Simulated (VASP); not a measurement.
ScBe4Al2B3, 10 atoms in the cell. Symmetry: P-6m2, No. 187, hexagonal system. The conventional cell has a = 4.115 Å, b = 4.115 Å, c = 8.723 Å, α = 90.00°, β = 90.00°, γ = 120.00°. Sc (site symmetry -6m2) has 9 Be at 2.38 to 3.10 Å and 3 Al at 2.38 Å and 6 B at 3.32 Å within 3.4 Å. Be (site symmetry 3m) has 1 Be at 1.99 Å and 1 Al at 2.37 Å and 3 B at 2.40 Å within 2.6 Å. Within 2.6 Å of Be (site symmetry -6m2) lie 2 Be at 1.99 Å and 3 Sc at 2.38 Å and 3 Al at 2.38 Å. Be (site symmetry -6m2) has 5 B at 2.04 to 2.38 Å and 3 Al at 2.38 Å within 2.7 Å. Within 3.2 Å of Al (site symmetry -6m2) lie 2 B at 2.32 Å and 3 Sc at 2.38 Å and 9 Be at 2.38 to 3.10 Å. Al (site symmetry -6m2) has 5 Be at 2.37 to 2.38 Å and 9 B at 2.38 to 3.13 Å within 3.2 Å. Within 2.7 Å of B (site symmetry 3m) lie 4 Be at 2.04 to 2.40 Å and 1 Al at 2.32 Å. Within 3.2 Å of B (site symmetry -6m2) lie 3 Al at 2.38 Å and 3 Be at 2.38 Å and 6 B at 3.13 Å. The cell was generated, and may not be a known phase.

* Program: VASP 6.6.1
* Task: single point
* Functional: PBE
* Potentials or basis: VASP PAW PBE potentials, release 64 (Sc_sv, Be, Al, B)
* Cutoff: 520 eV
* k mesh: 6 × 6 × 2
* Occupations: gaussian, width 0.1 eV
* Spin: collinear spin
* Starting moments: [1.0, 0.0, 0.0, 0.0, 0.0, 0.0, 0.0, 0.0, 0.0, 0.0] μB
* Dipole correction: no
* Further INCAR settings: ALGO = Normal; EDIFF = 1e-06; NBANDS = 32

Potentials or basis: VASP PAW PBE potentials, release 64 (Sc_sv, Be, Al, B).

The run is started by

```bash
$ cat potpaw_PBE.64/Sc_sv/POTCAR potpaw_PBE.64/Be/POTCAR potpaw_PBE.64/Al/POTCAR potpaw_PBE.64/B/POTCAR > POTCAR
$ mpirun -np 1 vasp_std > vasp.out
```

Hardware: 1 thread of Intel Xeon 8259CL (shared host).

**Question.** How long does it take, and how much memory?

**Answer.** Run time: 4 min on 1 thread of Intel Xeon 8259CL, on a shared host, peak memory 0.36 GiB. Counts: scf iterations 15, k points 14.
